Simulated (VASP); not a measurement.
# MgO (P-6m2) in VASP: single point with r2SCAN

Aim: the single point of MgO with r2SCAN.

Everything below comes from runs of VASP 6.6.1. Logs are shortened: lines on timing, memory, paths and dates and some standing lists are left out, and cuts for length are marked.

**1. The cell of the first run**

The structure is hexagonal, space group P-6m2 (No. 187). Conventional cell: a = 2.828 Å, b = 2.828 Å, c = 2.680 Å, α = 90.00°, β = 90.00°, γ = 120.00°. Mg (site symmetry -6m2) has 6 O at 2.11 Å and 8 Mg at 2.68 to 2.83 Å within 2.9 Å. O (site symmetry -6m2) has 6 Mg at 2.11 Å and 8 O at 2.68 to 2.83 Å within 2.9 Å.

**2. Single point, r2SCAN (strain -0.0375 x Voigt [1, 1, 0, 0, 0, 0])**

POSCAR

```
MgO
1.0
    2.8278451195      0.0000000000      0.0000000000
   -1.4139225598      2.4489857115      0.0000000000
    0.0000000000      0.0000000000      2.6796800000
Mg O
1 1
Direct
    0.0000000000      0.0000000000      0.0000000000
    0.3333333333      0.6666666667      0.5000000000
```

INCAR.step1

```
SYSTEM = MgO
PREC = Accurate
ENCUT = 920
ISMEAR = 0
SIGMA = 0.05
LREAL = .FALSE.
LASPH = .TRUE.
NELM = 120
NBANDS = 15
GGA = PE
ALGO = Normal
EDIFF = 1E-5
LWAVE = .TRUE.
LCHARG = .FALSE.
GGA_COMPAT = .FALSE.
```

INCAR.step2

```
SYSTEM = MgO
PREC = Accurate
ENCUT = 920
EDIFF = 1E-6
ISMEAR = 0
SIGMA = 0.05
LREAL = .FALSE.
LASPH = .TRUE.
NELM = 120
ALGO = Normal
ISIF = 2
LWAVE = .FALSE.
LCHARG = .TRUE.
METAGGA = R2SCAN
LMIXTAU = .TRUE.
LELF = .TRUE.
LVHAR = .TRUE.
NBANDS = 15
ISTART = 1
GGA_COMPAT = .FALSE.
```

KPOINTS

```
Automatic mesh
0
G
  9 9 8
  0 0 0
```

Potentials or basis: VASP PAW PBE potentials, release 64 (Mg_sv, O).

Command:

```sh
> cat potpaw_PBE.64/Mg_sv/POTCAR potpaw_PBE.64/O/POTCAR > POTCAR
> cp INCAR.step1 INCAR
> mpirun -np 1 vasp_std > vasp.out
> cp INCAR.step2 INCAR
> mpirun -np 1 vasp_std > vasp.out
```

OUTCAR:

```text
SYSTEM = MgO
   PREC = Accurate
   ENCUT = 920
   EDIFF = 1E-6
   ISMEAR = 0
   LREAL = .FALSE.
   LASPH = .TRUE.
   NELM = 120
   ISIF = 2
   METAGGA = R2SCAN
   ISTART = 1

 ion  position               nearest neighbor table
   1  0.000  0.000  0.000-   2 2.11   2 2.11   2 2.11   2 2.11   2 2.11   2 2.11
   2  0.333  0.667  0.500-   1 2.11   1 2.11   1 2.11   1 2.11   1 2.11   1 2.11

  LATTYP: Found a hexagonal cell.
 ALAT       =     2.8278451195
 C/A-ratio  =     0.9476049383

  Lattice vectors:

 A1 = (   2.8278451195,   0.0000000000,   0.0000000000)
 A2 = (  -1.4139225598,   2.4489857115,   0.0000000000)
 A3 = (   0.0000000000,   0.0000000000,   2.6796800000)

Analysis of symmetry for initial positions (statically):
=====================================================================
 Subroutine PRICEL returns:
 Original cell was already a primitive cell.

 Routine SETGRP: Setting up the symmetry group for a
 hexagonal supercell.

 Subroutine GETGRP returns: Found 12 space group operations
 (whereof 12 operations were pure point group operations)
 out of a pool of 24 trial point group operations.

The static configuration has the point symmetry D_3h.

Analysis of symmetry for dynamics (positions and initial velocities):
=====================================================================
 Subroutine PRICEL returns:
 Original cell was already a primitive cell.

 Routine SETGRP: Setting up the symmetry group for a
 hexagonal supercell.

 Subroutine GETGRP returns: Found 12 space group operations
 (whereof 12 operations were pure point group operations)
 out of a pool of 24 trial point group operations.

The dynamic configuration has the point symmetry D_3h.

 Subroutine INISYM returns: Found 12 space group operations
 (whereof 12 operations are pure point group operations),
 and found     1 'primitive' translations

----------------------------------------------------------------------------------------

                                     Primitive cell

  volume of cell :      18.5577

  direct lattice vectors                    reciprocal lattice vectors
     2.827845120  0.000000000  0.000000000     0.353626156  0.204166156  0.000000000
    -1.413922560  2.448985712  0.000000000     0.000000000  0.408332313  0.000000000
     0.000000000  0.000000000  2.679680000     0.000000000  0.000000000  0.373178887

  length of vectors
     2.827845120  2.827845120  2.679680000     0.408332313  0.408332313  0.373178887

  position of ions in fractional coordinates (direct lattice)
     0.000000000  0.000000000  0.000000000
     0.333333333  0.666666667  0.500000000

  ion indices of the primitive-cell ions
   primitive index   ion index
                 1           1
                 2           2

----------------------------------------------------------------------------------------

 KPOINTS: Automatic mesh

Automatic generation of k-mesh.
 Grid dimensions read from file:
 generate k-points for:    9    9    8

 Generating k-lattice:

  Cartesian coordinates                     Fractional coordinates (reciprocal lattice)
     0.039291795  0.022685128  0.000000000     0.111111111  0.000000000  0.000000000
     0.000000000  0.045370257  0.000000000     0.000000000  0.111111111  0.000000000
     0.000000000  0.000000000  0.046647361     0.000000000  0.000000000  0.125000000

  Length of vectors
     0.045370257  0.045370257  0.046647361

  Shift w.r.t. Gamma in fractional coordinates (k-lattice)
     0.000000000  0.000000000  0.000000000

 Subroutine IBZKPT returns following result:
 ===========================================

 Found     60 irreducible k-points:

 Following reciprocal coordinates:
            Coordinates               Weight
  0.000000  0.000000  0.000000      1.000000
  0.111111  0.000000  0.000000      6.000000
  0.222222  0.000000  0.000000      6.000000
  0.333333  0.000000  0.000000      6.000000
  0.444444  0.000000  0.000000      6.000000
  0.111111  0.111111  0.000000      6.000000
[... 16 lines left out ...]
  0.333333  0.222222  0.125000     24.000000
  0.333333  0.333333  0.125000      4.000000
 [... further k-points ...]
   k-points           NKPTS =     60   k-points in BZ     NKDIM =     60   number of bands    NBANDS=     15
   number of dos      NEDOS =    301   number of ions     NIONS =      2
   total plane-waves  NPLWV =  21952
   dimension x,y,z NGX =    28 NGY =   28 NGZ =   28
   dimension x,y,z NGXF=    56 NGYF=   56 NGZF=   56
   ions per type =               1   1
   NGX,Y,Z   is equivalent  to a cutoff of  16.46, 16.46, 17.37 a.u.
   NGXF,Y,Z  is equivalent  to a cutoff of  32.92, 32.92, 34.74 a.u.
 SYSTEM =  MgO
   PREC   = accura    normal or accurate (medium, high low for compatibility)
   ISTART =      1    job   : 0-new  1-cont  2-samecut
   ICHARG =      0    charge: 1-file 2-atom 10-const
   ISPIN  =      1    spin polarized calculation?
   LNONCOLLINEAR =      F non collinear calculations
   LSORBIT =      F    spin-orbit coupling
   LASPH  =      T    aspherical Exc in radial PAW
   ENCUT  =  920.0 eV  67.62 Ry    8.22 a.u.   6.99  6.99  6.63*2*pi/ulx,y,z
   NELM   =    120;   NELMIN=  2; NELMDL=  0     # of ELM steps
   EDIFF  = 0.1E-05   stopping-criterion for ELM
   LREAL  =      F    real-space projection
   EDIFFG = 0.1E-04   stopping-criterion for IOM
   NSW    =      0    number of steps for IOM
   IBRION =     -1    ionic relax: 0-MD 1-quasi-New 2-CG
   NFREE  =      0    steps in history (QN), initial steepest desc. (CG)
   ISIF   =      2    stress and relaxation
   ISYM   =      2    0-nonsym 1-usesym 2-fastsym
   POTIM  = 0.5000    time-step for ionic-motion
   TEBEG  =    0.0;   TEEND  =   0.0 temperature during run
   PSTRESS=    0.0 pullay stress
   NELECT =      16.0000    total number of electrons
   NUPDOWN=      -1.0000    fix difference up-down
   EMIN   =  10.00;   EMAX   =-10.00  energy-range for DOS
   EFERMI =   0.00;   METHOD = LEGACY
   ISMEAR =     0;   SIGMA  =   0.05  broadening in eV -4-tet -1-fermi 0-gaus
   EFERMI_NEDOS =   21; number of points for ismear=-14 and -15
   IALGO  =     38    algorithm
   IMIX   =      4    mixing-type and parameters
     AMIX     =   0.40;   BMIX     =  1.00
     AMIX_MAG =   1.60;   BMIX_MAG =  1.00
  volume/ion in A,a.u.               =       9.28        62.62
  Fermi-wavevector in a.u.,A,eV,Ry     =   1.558140  2.944458 33.032240  2.427801
  Thomas-Fermi vector in A             =   2.661688
   LORBIT       =      0    0 simple, 1 ext, 2 COOP (PROOUT), +10 PAW based schemes
   METAGGA = R2SCAN    functional components
   LHFCALC =     F    Hartree Fock is set to
   AEXX    =    0.0000 exact exchange contribution
   IVDW    =     0    specifies the selected vdW correction
   LEPSILON=     F    determine dielectric tensor
   LRPA    =     F    only Hartree local field effects (RPA)
 non-spin polarized calculation
 Gauss-broadening in eV      SIGMA  =   0.05
  energy-cutoff  :      920.00
  volume of cell :       18.56
 maximum number of plane-waves:      1194
 NGX is ok and might be reduce to    28
   NGX = 13   NGY = 13   NGZ = 13

 number of electron      15.9999995 magnetization

 Free energy of the ion-electron system (eV)
  ---------------------------------------------------
  ext. energy  EPLUGINS =         0.00000000
  ---------------------------------------------------
  free energy    TOTEN  =       -15.36668498 eV

  energy without entropy =      -15.36668498  energy(sigma->0) =      -15.36668498

 E-fermi :   3.4975     XC(G=0): -12.0592

 val. band max:        3.2891192870   @ k =   0.0000   0.0000   0.5000
 cond. band min:       7.5667351391   @ k =   0.0000   0.0000   0.0000
 fundamental gap:      4.2776158521
 Fermi energy:         3.4975355062

 k-point     1 :       0.0000    0.0000    0.0000
  band No.  band energies     occupation
      1     -72.6485      2.00000
      2     -37.7493      2.00000
      3     -37.7493      2.00000
      4     -37.6681      2.00000
      5     -15.5036      2.00000
      6       2.4820      2.00000
      7       2.8130      2.00000
      8       2.8130      2.00000
      9       7.5667      0.00000
     10      16.2729      0.00000
     11      21.1434      0.00000
     12      21.1434      0.00000
     13      25.6687      0.00000
     14      26.0496      0.00000
     15      28.5087      0.00000

 k-point     2 :       0.1111    0.0000    0.0000
  band No.  band energies     occupation
      1     -72.6474      2.00000
      2     -37.7615      2.00000
      3     -37.7520      2.00000
      4     -37.6666      2.00000
      5     -15.3737      2.00000
      6       2.0085      2.00000
      7       2.5306      2.00000
      8       2.7100      2.00000
      9       8.2637      0.00000
     10      16.5179      0.00000
     11      19.6504      0.00000
     12      21.5172      0.00000
     13      25.7289      0.00000
     14      27.1344      0.00000
     15      28.7266      0.00000

 k-point     3 :       0.2222    0.0000    0.0000
  band No.  band energies     occupation
      1     -72.6443      2.00000
      2     -37.7922      2.00000
      3     -37.7589      2.00000
      4     -37.6627      2.00000
      5     -15.0270      2.00000
      6       0.4644      2.00000
      7       2.4609      2.00000
      8       2.6572      2.00000
      9       9.5409      0.00000
     10      16.4647      0.00000
     11      18.4245      0.00000
     12      22.4129      0.00000
     13      24.8795      0.00000
     14      26.6503      0.00000
     15      29.5487      0.00000

 k-point     4 :       0.3333    0.0000    0.0000
  band No.  band energies     occupation
      1     -72.6407      2.00000
      2     -37.8268      2.00000
      3     -37.7667      2.00000
      4     -37.6583      2.00000
      5     -14.5951      2.00000
      6      -0.9515      2.00000
      7       2.1954      2.00000
      8       2.8081      2.00000
      9      10.6133      0.00000
     10      15.7476      0.00000
     11      18.3179      0.00000
     12      23.2840      0.00000
     13      23.8866      0.00000
     14      26.6032      0.00000
     15      30.8150      0.00000
[... 307 lines left out ...]
 k-point    22 :       0.2222    0.2222    0.1250
  band No.  band energies     occupation
      1     -72.6377      2.00000
      2     -37.8258      2.00000
      3     -37.7814      2.00000
      4     -37.6722      2.00000
      5     -14.2966      2.00000
      6      -0.8187      2.00000
      7       1.2609      2.00000
      8       2.1878      2.00000
      9      11.7626      0.00000
     10      16.0584      0.00000
     11      18.6982      0.00000
     12      21.0658      0.00000
     13      23.7277      0.00000
     14      26.2004      0.00000
     15      30.4384      0.00000

 k-point    23 :       0.3333    0.2222    0.1250
  band No.  band energies     occupation
      1     -72.6360      2.00000
      2     -37.8337      2.00000
      3     -37.7943      2.00000
      4     -37.6697      2.00000
      5     -14.0675      2.00000
      6      -1.0970      2.00000
      7       0.6248      2.00000
      8       2.3168      2.00000
      9      12.3409      0.00000
     10      16.2166      0.00000
     11      17.9920      0.00000
     12      21.7698      0.00000
     13      22.8476      0.00000
     14      27.0298      0.00000
     15      29.8764      0.00000

 k-point    24 :       0.3333    0.3333    0.1250
  band No.  band energies     occupation
      1     -72.6353      2.00000
      2     -37.8232      2.00000
      3     -37.8120      2.00000
      4     -37.6688      2.00000
      5     -13.9888      2.00000
      6      -0.4877      2.00000
      7      -0.3921      2.00000
      8       2.3619      2.00000
      9      12.7017      0.00000
     10      17.0189      0.00000
     11      17.0984      0.00000
     12      22.2247      0.00000
     13      22.3599      0.00000
     14      27.4083      0.00000
     15      29.3425      0.00000

 [... further k-points ...]

------------------------ aborting loop because EDIFF is reached ----------------------------------------

  FORCE on cell =-STRESS in cart. coord.  units (eV):
  Direction    XX          YY          ZZ          XY          YZ          ZX
  --------------------------------------------------------------------------------------
  -------------------------------------------------------------------------------------
  Total        1.5761295      1.5761295     -0.9446901     -0.0000000      0.0000000      0.0000000
  in kB      136.0747867    136.0747867    -81.5596074     -0.0000000      0.0000000      0.0000000
  external PRESSURE =      63.5299887 kB  Pullay stress =       0.0000000 kB

 VOLUME and BASIS-vectors are now :
 -----------------------------------------------------------------------------
  energy-cutoff  :      920.00
  volume of cell :       18.56
      direct lattice vectors                 reciprocal lattice vectors
     2.827845120  0.000000000  0.000000000     0.353626156  0.204166156  0.000000000
    -1.413922560  2.448985712  0.000000000     0.000000000  0.408332313  0.000000000
     0.000000000  0.000000000  2.679680000     0.000000000  0.000000000  0.373178887

 POSITION                                       TOTAL-FORCE (eV/Angst)
 -----------------------------------------------------------------------------------
      0.00000      0.00000      0.00000         0.000000     -0.000000      0.000000
     -0.00000      1.63266      1.33984        -0.000000      0.000000      0.000000
 -----------------------------------------------------------------------------------
    total drift:                                0.000000     -0.000000     -0.000000

  FREE ENERGIE OF THE ION-ELECTRON SYSTEM (eV)
  ---------------------------------------------------
  free  energy   TOTEN  =       -15.3666849761 eV

  energy  without entropy=      -15.3666849761  energy(sigma->0) =      -15.36668498
```

It took 73 s on 1 thread of AMD EPYC 9R45 (Zen 5), shared host; peak memory 0.15 GiB.

What came out:

```yaml
Free_energy: -15.3667 eV
Pressure: 6.4 GPa
Band_gap_on_the_k_mesh: 4.28 eV (least direct gap 4.75 eV)
```

Levels at points of the mesh, in eV from the valence-band top:
```tsv
k point	band 4	band 5	band 6	band 7	band 8	band 9	band 10	band 11	band 12	band 13
(0.00, 0.00, 0.00)	-40.96	-18.79	-0.81	-0.48	-0.48	4.28	12.98	17.85	17.85	22.38
(0.00, 0.00, 0.50)	-41.03	-17.67	-5.85	0.00	0.00	10.17	10.31	19.32	19.32	20.70
```

Caveat: the cell differs from its parent crystal (strain -0.0375 x Voigt [1, 1, 0, 0, 0, 0]); the stress differs along the axes, from -8 to 14 GPa; the PAW data sets were made with another functional, which shifts forces and pressure a little. A k mesh can miss the band edges.
